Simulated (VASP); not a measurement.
BaTiO3:

```
Ba Ti O
1.0
     3.99980    0.00000    0.00000
     0.00000    3.99980    0.00000
     0.00000    0.00000    4.01800
Ba Ti O
1 1 3
Cartesian
  0.0000 0.0000 0.0000
  1.9999 1.9999 1.9688
  1.9999 1.9999 0.0763
  1.9999 0.0000 2.0773
  0.0000 1.9999 2.0773
```

| Item | Value |
| --- | --- |
| Program | VASP 6.6.1 |
| Task | relaxation of cell and atoms |
| Functional | PBE |
| Potentials or basis | VASP PAW PBE potentials, release 64 (Ba_sv, Ti_sv, O) |
| Cutoff | 600 eV |
| k mesh | 6 × 6 × 6 |
| Occupations | gaussian, width 0.05 eV |
| Spin | no spin polarisation |

At the start: pressure 4.1 GPa; volume 12.86 Å³/atom.

Problem. How do energy, volume and symmetry change on relaxing?

Solution. Over 20 steps the energy falls by 11.3 meV/atom and the volume is 13.48 Å³/atom (+4.9 %); space group P4mm (No. 99, to 0.05 Å).

Step by step:
```tsv
step	energy change (eV)	largest force (eV/Å)	pressure (GPa)	volume (Å³)
1	0.0000	0.2783	4.05	64.28
2	-0.0133	0.4567	-3.17	67.36
3	-0.0242	0.3772	-0.43	66.09
4	-0.0339	0.2279	-0.16	66.20
5	-0.0401	0.1439	0.48	66.38
6	-0.0456	0.1392	0.13	66.74
7	-0.0485	0.1998	-0.50	67.69
8	-0.0492	0.1751	-0.38	67.43
9	-0.0531	0.1355	-0.04	67.18
10	-0.0534	0.1204	0.10	67.10
11	-0.0553	0.0800	0.26	67.07
12	-0.0557	0.0661	0.41	67.05
13	-0.0559	0.0916	-0.44	67.44
14	-0.0562	0.0579	-0.09	67.28
15	-0.0564	0.0231	-0.02	67.29
16	-0.0565	0.0225	0.03	67.30
17	-0.0566	0.0231	0.02	67.33
18	-0.0566	0.0253	0.00	67.40
19	-0.0566	0.0337	0.06	67.43
20	-0.0567	0.0056	0.02	67.42
```

Final structure:
```
CELL_PARAMETERS angstrom
3.99598 0.00000 0.00000
0.00000 3.99598 0.00000
0.00000 0.00000 4.22197
ATOMIC_POSITIONS crystal
Ba 0.00000 0.00000 0.99079
Ti 0.50000 0.50000 0.47176
O 0.50000 0.50000 0.04169
O 0.50000 0.00000 0.51938
O 0.00000 0.50000 0.51938
```
